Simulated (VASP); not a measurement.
Wanted: the native input for a VASP 6.6.1 run.

```yaml
Task: single point
Functional: PBEsol
Potentials_or_basis: VASP PAW PBE potentials, release 64 (Hf_pv)
Cutoff: 500 eV
k_mesh: 10 × 10 × 5
Occupations: fermi-dirac, width 0.15 eV
Spin: no spin polarisation
Dipole_correction: no
Further_INCAR_settings: ALGO = Normal; EDIFF = 1e-06; NBANDS = 17
```

The structure of Hf lies in POSCAR:

```
Hf
1.0
    3.1967000000      0.0000000000      0.0000000000
   -1.5983500000      2.7684234083      0.0000000000
    0.0000000000      0.0000000000      5.0578000000
Hf
2
Direct
    0.6666666667      0.3333333333      0.7500000000
    0.3333333333      0.6666666667      0.2500000000
```

The input as run:

INCAR

```
PREC = Accurate
ENCUT = 500
EDIFF = 1E-6
ISMEAR = -1
SIGMA = 0.15
LREAL = F
LASPH = T
NELM = 120
ALGO = Normal
ISIF = 2
LWAVE = F
LCHARG = F
GGA = PS
NBANDS = 17
GGA_COMPAT = F
```

KPOINTS

```
Automatic mesh
0
Gamma
  10 10 5
```

Potentials or basis: VASP PAW PBE potentials, release 64 (Hf_pv).

Command:

```console
$ cat potpaw_PBE.64/Hf_pv/POTCAR > POTCAR
$ mpirun -np 1 vasp_std > vasp.out
```

Results of the run:

```yaml
Pressure: -4.0 GPa
Band_gap_on_the_k_mesh: zero (bands 10 and 11 overlap by 1.49 eV)
```

Caveat: the cell stands under tension; the PAW data sets were made with another functional, which shifts forces and pressure a little; spin-orbit coupling is left out, which moves the levels of the heavy elements.

Wall time 16 s on 1 thread of Intel(R) Xeon(R) 6975P-C (Granite Rapids), with other jobs on the host, peak memory 0.17 GiB.
